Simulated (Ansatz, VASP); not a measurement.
# One calculation of Ca, two programs

```
CELL_PARAMETERS angstrom
3.49057 0.00000 0.00000
0.00000 3.49057 0.00000
0.00000 0.00000 3.49057
ATOMIC_POSITIONS crystal
Ca 0.00000 0.00000 0.00000
```

Change from the starting cell: volume scaled by 0.975.

Alike in both runs: task single point; functional PBE; k mesh 13 × 13 × 13; occupations fermi-dirac, width 0.05 eV; no spin polarisation.

```csv
,VASP,Ansatz
version,VASP 6.6.1,Ansatz 0.2.0
potentials or method,"VASP PAW PBE potentials, release 64 (Ca_sv), cutoff 520 eV","all-electron LAPW, scalar-relativistic"
```

```csv
,VASP,Ansatz,Ansatz less VASP
pressure (GPa),0.3,0.3,-0.01
```

Ansatz ran all-electron here, and VASP with PAW potentials.
